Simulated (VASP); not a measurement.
Input of a VASP 6.6.1 run:

Contents of POSCAR:

```
Cu2O
1.0
    4.2460810752      0.0000000000      0.0000000000
    0.0000000000      4.2460810752      0.0000000000
    0.0000000000      0.0000000000      4.2460810752
Cu O
4 2
Direct
    0.2500000000      0.2500000000      0.2500000000
    0.2500000000      0.7500000000      0.7500000000
    0.7500000000      0.7500000000      0.2500000000
    0.7500000000      0.2500000000      0.7500000000
    0.0000000000      0.0000000000      0.0000000000
    0.5000000000      0.5000000000      0.5000000000
```

INCAR.step1

```
PREC     = Accurate       # precision mode
ENCUT    = 520            # plane-wave cutoff, eV
EDIFF    = 1E-5           # SCF threshold, eV
ISMEAR   = 0              # smearing method
SIGMA    = 0.01           # smearing width, eV
LREAL    = F              # projectors in reciprocal space
LASPH    = T              # aspherical terms in the spheres
NELM     = 120            # most SCF steps
ALGO     = Normal         # electronic algorithm
ISIF     = 2              # what is computed and relaxed
LWAVE    = T              # write WAVECAR
LCHARG   = F              # write CHGCAR
NBANDS   = 37             # bands
GGA      = PE             # functional
GGA_COMPAT= F            
KPAR     = 4
```

The input INCAR.step2:

```
PREC     = Accurate       # precision mode
ENCUT    = 520            # plane-wave cutoff, eV
EDIFF    = 1E-6           # SCF threshold, eV
ISMEAR   = 0              # smearing method
SIGMA    = 0.01           # smearing width, eV
LREAL    = F              # projectors in reciprocal space
LASPH    = T              # aspherical terms in the spheres
NELM     = 120            # most SCF steps
ALGO     = Normal         # electronic algorithm
ISIF     = 2              # what is computed and relaxed
LWAVE    = F              # write WAVECAR
LCHARG   = F              # write CHGCAR
GGA      = PE             # functional
LHFCALC  = T              # exact exchange
AEXX     = 0.25           # exact-exchange fraction
PRECFOCK = Normal       
NBANDS   = 37             # bands
ISTART   = 1            
GGA_COMPAT= F            
KPAR     = 4
```

Contents of KPOINTS:

```
Automatic mesh
0
Gamma
  4 4 4
```

Potentials or basis: VASP PAW PBE potentials, release 64 (Cu, O).

Run with:

```console
$ cat potpaw_PBE.64/Cu/POTCAR potpaw_PBE.64/O/POTCAR > POTCAR
$ cp INCAR.step1 INCAR
$ mpirun -np 4 vasp_std > vasp.out
$ cp INCAR.step2 INCAR
$ mpirun -np 4 vasp_std > vasp.out
```

Estimate the band gap on the k mesh.

2.82 eV.

Estimate the pressure.

3.6 GPa.

Caveat: the cell stands under pressure; the PAW data sets were made with another functional, which shifts forces and pressure a little.
